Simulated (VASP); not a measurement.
In3Ga13As16:

```xyz
64
Lattice="11.4824 0.0000 0.0000 0.0000 11.4824 0.0000 0.0000 0.0000 11.4824" Properties=species:S:1:pos:R:3 pbc="T T T"
Ga    0.0265   11.4727    0.0241
Ga    0.0281   11.4706    5.7010
Ga    0.0038    5.7311    0.0217
Ga   11.4700    5.7336    5.7486
Ga    5.7653    0.0183   11.4749
Ga    5.7558    0.0171    5.7375
Ga    5.7457    5.7084    0.0115
Ga    2.8749    2.9032    0.0004
Ga    2.8787    2.8305    5.7531
Ga    2.8890    8.6078    5.7704
Ga    8.5810    2.8741   11.4711
Ga    8.6033    2.8484    5.7404
Ga    8.5818    8.5878    0.0069
Ga    8.5962    8.6665    5.7759
Ga    2.9173    0.0148    2.8409
Ga    2.8453   11.4555    8.6210
Ga    2.9008    5.7368    2.8863
Ga    2.8606    5.7424    8.6018
Ga    8.6379    0.0314    2.8819
Ga    8.5990   11.4771    8.6131
Ga    0.0437    2.8895    2.8288
Ga    0.0216    2.8615    8.6253
Ga   11.4763    8.6036    2.8748
Ga    0.0159    8.6020    8.6286
Ga    5.7026    2.8725    8.6028
Ga    5.7317    8.6373    2.8955
In    5.7512    5.7417    5.7321
In    2.8520    8.5953    0.0019
In    8.6036    5.7256    2.8661
In    8.6110    5.7222    8.6083
In    5.7694    2.8401    2.8670
In    5.7530    8.6347    8.6334
As    1.4439    1.4228    1.4165
As    1.4380    1.4193    7.1735
As    1.4396    7.2313    1.4387
As    1.4329    7.2001    7.1784
As    7.1429    1.4349    1.4612
As    7.2016    1.4181    7.1733
As    7.2001    7.1987    1.4204
As    7.1852    7.1751    7.1843
As    4.2962    4.2770    1.4390
As    4.3435    4.3154    7.1625
As    4.2860   10.0606    1.4340
As    4.3276   10.0502    7.1680
As   10.0378    4.2905    1.4166
As   10.0342    4.3114    7.1894
As   10.0471   10.0357    1.4075
As   10.0419   10.0395    7.1604
As    4.3192    1.4149    4.2925
As    4.3193    1.4545   10.0316
As    4.3410    7.1775    4.2968
As    4.3138    7.1881   10.0403
As   10.0200    1.4342    4.3359
As   10.0362    1.4595   10.0453
As   10.0850    7.1711    4.3194
As   10.0588    7.1788   10.0414
As    1.4285    4.3413    4.3024
As    1.4272    4.2943   10.0430
As    1.4079   10.0349    4.2852
As    1.4514   10.0333   10.0620
As    7.1525    4.3350    4.3150
As    7.1606    4.3456   10.0341
As    7.1685   10.0477    4.2641
As    7.1599   10.0466   10.0545
```

```yaml
Program: VASP 6.6.1
Task: relaxation of volume and atoms at fixed shape
Functional: PBEsol
Potentials_or_basis: VASP PAW PBE potentials, release 64 (Ga_d, In_d, As)
Cutoff: 500 eV
k_mesh: 1 × 1 × 1, shifted
Occupations: fermi-dirac, width 0.05 eV
Spin: no spin polarisation
```

At the start: pressure 0.8 GPa; volume 23.65 Å³/atom.

**Question.** Where does the relaxation end?

**Answer.** Over 14 steps the energy falls by 39.9 meV/atom and the volume is 23.67 Å³/atom (+0.1 %); space group P1 (No. 1, to 0.1 Å) before and after.

The path:
```tsv
step	energy change (eV)	largest force (eV/Å)	pressure (GPa)	volume (Å³)
1	0.0000	2.3290	0.84	1513.90
2	-1.8535	0.7817	-0.84	1541.10
3	-1.9801	0.7736	-1.30	1550.93
4	-2.3645	0.5313	0.30	1510.05
5	-2.3680	0.5324	0.49	1505.70
6	-2.4874	0.1953	0.13	1512.78
7	-2.5050	0.1949	-0.06	1516.67
8	-2.5344	0.0971	-0.03	1515.83
9	-2.5405	0.0897	-0.02	1515.23
10	-2.5480	0.0447	0.04	1514.28
11	-2.5495	0.0504	0.07	1513.60
12	-2.5521	0.0337	-0.07	1516.69
13	-2.5521	0.0337	-0.07	1516.79
14	-2.5539	0.0233	0.01	1515.00
```

Final structure:
```cif
data_structure
_symmetry_space_group_name_H-M 'P 1'
_symmetry_Int_Tables_number 1
_cell_length_a 11.4852
_cell_length_b 11.4852
_cell_length_c 11.4852
_cell_angle_alpha 90.000
_cell_angle_beta 90.000
_cell_angle_gamma 90.000
_cell_volume 1515.00
loop_
_atom_site_label
_atom_site_type_symbol
_atom_site_fract_x
_atom_site_fract_y
_atom_site_fract_z
_atom_site_occupancy
Ga1 Ga 0.99872 0.00193 0.99954 1
Ga2 Ga 0.00034 0.99988 0.49942 1
Ga3 Ga 0.00176 0.49782 0.99983 1
Ga4 Ga 0.00445 0.49958 0.50058 1
Ga5 Ga 0.50256 0.00303 0.99985 1
Ga6 Ga 0.49954 0.00026 0.50016 1
Ga7 Ga 0.49726 0.49722 0.00014 1
Ga8 Ga 0.24808 0.24971 0.99806 1
Ga9 Ga 0.24589 0.24727 0.50161 1
Ga10 Ga 0.24602 0.75221 0.49747 1
Ga11 Ga 0.75160 0.24570 0.99750 1
Ga12 Ga 0.75459 0.24330 0.50197 1
Ga13 Ga 0.75213 0.75407 0.00240 1
Ga14 Ga 0.75441 0.75757 0.49795 1
Ga15 Ga 0.24826 0.00048 0.25135 1
Ga16 Ga 0.24750 0.00352 0.74794 1
Ga17 Ga 0.24585 0.50025 0.25073 1
Ga18 Ga 0.24541 0.49567 0.74916 1
Ga19 Ga 0.75363 0.99832 0.24951 1
Ga20 Ga 0.75300 0.00211 0.74973 1
Ga21 Ga 0.00256 0.24803 0.24911 1
Ga22 Ga 0.00192 0.24783 0.74968 1
Ga23 Ga 0.99996 0.75171 0.25234 1
Ga24 Ga 0.00047 0.75214 0.74852 1
Ga25 Ga 0.49756 0.24570 0.75155 1
Ga26 Ga 0.50013 0.75508 0.24932 1
In1 In 0.49621 0.50081 0.50088 1
In2 In 0.24845 0.75016 0.00246 1
In3 In 0.75511 0.50279 0.24827 1
In4 In 0.75516 0.49801 0.75286 1
In5 In 0.49855 0.24670 0.24863 1
In6 In 0.50033 0.75474 0.75125 1
As1 As 0.12609 0.12402 0.12430 1
As2 As 0.12268 0.12450 0.62466 1
As3 As 0.11614 0.61929 0.13208 1
As4 As 0.12593 0.62549 0.62562 1
As5 As 0.63334 0.11875 0.12012 1
As6 As 0.62505 0.12356 0.62607 1
As7 As 0.61812 0.63111 0.11816 1
As8 As 0.63429 0.63324 0.61885 1
As9 As 0.36653 0.37983 0.12108 1
As10 As 0.36719 0.36657 0.63058 1
As11 As 0.38083 0.88485 0.13004 1
As12 As 0.36708 0.88112 0.61923 1
As13 As 0.88100 0.36668 0.11719 1
As14 As 0.88349 0.36726 0.61922 1
As15 As 0.87795 0.87518 0.12635 1
As16 As 0.87608 0.87753 0.62495 1
As17 As 0.36737 0.11943 0.38134 1
As18 As 0.37344 0.12292 0.87576 1
As19 As 0.36778 0.63227 0.36710 1
As20 As 0.37313 0.61226 0.87213 1
As21 As 0.87723 0.12304 0.37341 1
As22 As 0.87657 0.12571 0.87303 1
As23 As 0.88343 0.63276 0.38312 1
As24 As 0.88329 0.63259 0.88314 1
As25 As 0.12590 0.37365 0.37517 1
As26 As 0.12288 0.37341 0.87400 1
As27 As 0.12313 0.87635 0.37363 1
As28 As 0.11981 0.88208 0.86893 1
As29 As 0.63310 0.36776 0.38147 1
As30 As 0.61911 0.36709 0.88082 1
As31 As 0.62622 0.87742 0.37444 1
As32 As 0.63320 0.88349 0.88098 1
```

Caveat: the PAW data sets were made with another functional, which shifts forces and pressure a little.
